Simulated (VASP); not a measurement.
Wanted: the native input for a VASP 6.6.1 run.

```yaml
Task: single point
Functional: PBE
Potentials_or_basis: VASP PAW PBE potentials, release 64 (H, Mo_sv)
Cutoff: 500 eV
k_mesh: 5 × 5 × 3
Occupations: gaussian, width 0.15 eV
Spin: no spin polarisation
Dipole_correction: no
Further_INCAR_settings: ALGO = Normal; EDIFF = 1e-06; NBANDS = 16
```

The structure of MoH3 lies in POSCAR:

```
MoH3
1.0
    3.2261095952      0.0000000000      0.0000000000
   -1.6130547976      2.7938928648      0.0000000000
    0.0000000000      0.0000000000      2.6830407258
H Mo
3 1
Direct
    0.5000000000      0.0000000000      0.5000000000
    0.0000000000      0.5000000000      0.5000000000
    0.5000000000      0.5000000000      0.5000000000
    0.0000000000      0.0000000000      0.0000000000
```

One way to write it, as run:

INCAR

```
PREC     = Accurate       # precision mode
ENCUT    = 500            # plane-wave cutoff, eV
EDIFF    = 1E-6           # SCF threshold, eV
ISMEAR   = 0              # smearing method
SIGMA    = 0.15           # smearing width, eV
LREAL    = False          # projectors in reciprocal space
LASPH    = True           # aspherical terms in the spheres
NELM     = 120            # most SCF steps
ALGO     = Normal         # electronic algorithm
ISIF     = 2              # what is computed and relaxed
LWAVE    = False          # write WAVECAR
LCHARG   = False          # write CHGCAR
GGA      = PE             # functional
NBANDS   = 16             # bands
GGA_COMPAT= False
```

KPOINTS

```
regular mesh
0
Gamma
  5 5 3
```

Potentials or basis: VASP PAW PBE potentials, release 64 (H, Mo_sv).

The run is started by

```sh
$ cat potpaw_PBE.64/H/POTCAR potpaw_PBE.64/Mo_sv/POTCAR > POTCAR
$ mpirun -np 1 vasp_std > vasp.out
```

It gave:

The pressure is 0.0 GPa.

Caveat: the k points lie up to 0.78 Å⁻¹ apart.

Wall time 5 s on 1 thread of Intel(R) Xeon(R) Platinum 8488C (Sapphire Rapids), on a shared host, peak memory 0.13 GiB.
